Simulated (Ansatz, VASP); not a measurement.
## Two plane-wave programs on Al2Au

Contents of POSCAR:

```
Al2Au
1.0
    0.0000000000      2.9798651651      2.9798651651
    2.9798651651      0.0000000000      2.9798651651
    2.9798651651      2.9798651651      0.0000000000
Au Al
1 2
Direct
    0.0000000000      0.0000000000      0.0000000000
    0.7500000000      0.7500000000      0.7500000000
    0.2500000000      0.2500000000      0.2500000000
```

File INCAR.step1:

```
SYSTEM = Al2Au
PREC = Accurate
ENCUT = 520
ISMEAR = -1
SIGMA = 0.05
LREAL = .FALSE.
LASPH = .TRUE.
NELM = 100
NBANDS = 16
GGA = PE
ALGO = Normal
EDIFF = 1E-4
LWAVE = .TRUE.
LCHARG = .FALSE.
```

File INCAR.step2:

```
SYSTEM = Al2Au
PREC = Accurate
ENCUT = 520
EDIFF = 1E-6
ISMEAR = -1
SIGMA = 0.05
LREAL = .FALSE.
LASPH = .TRUE.
NELM = 100
ALGO = Normal
ISIF = 2
LWAVE = .FALSE.
LCHARG = .TRUE.
METAGGA = R2SCAN
LMIXTAU = .TRUE.
LELF = .TRUE.
LVHAR = .TRUE.
NBANDS = 16
ISTART = 1
```

KPOINTS

```
Automatic mesh
0
G
  8 8 8
  0 0 0
```

The input input.yaml:

```yaml
crystal:
  lattice:
    - [0.0, 2.9798651651, 2.9798651651]
    - [2.9798651651, 0.0, 2.9798651651]
    - [2.9798651651, 2.9798651651, 0.0]
  atoms:
    - { symbol: Au, position: [0.0, 0.0, 0.0] }
    - { symbol: Al, position: [0.75, 0.75, 0.75] }
    - { symbol: Al, position: [0.25, 0.25, 0.25] }
hamiltonian:
  xc: r2scan
  pseudopotentials: { kind: paw }
kpoints:
  mp_grid: { grid: [8, 8, 8] }
scf:
  occupations: { method: fermi_dirac, width: 0.05 }
output:
  forces: true
  stress: true
  eigenvalues: true
```

Alike in both runs: task single point; functional r2SCAN; k mesh 8 × 8 × 8; occupations fermi-dirac, width 0.05 eV; no spin polarisation.

|  | VASP | Ansatz |
| --- | --- | --- |
| version | VASP 6.6.1 | Ansatz 0.2.0 |
| potentials or method | VASP PAW PBE potentials, release 64 (Au, Al) | Ansatz PAW |
| plane-wave cutoff (eV) | 520 | 500 |
| valence electrons in the cell | 17 | 25 |

Ansatz gave:

- gap on the k mesh at the Fermi level (eV): none
- pressure (GPa): 3.0

**Question.** Estimate VASP's values.

**Answer.** gap on the k mesh at the Fermi level (eV): none; pressure (GPa): 2.7.

VASP's potentials were made for PBE, not for r2SCAN. A gap of «none» marks a metal or a gap that the smearing closes. The functional is the same, so the differences come from potentials, cutoffs and numerics. VASP's potentials hold 17 valence electrons a cell and Ansatz's 25, so a difference there can come from the potentials and not from the codes.

Neither program's run includes spin-orbit coupling.
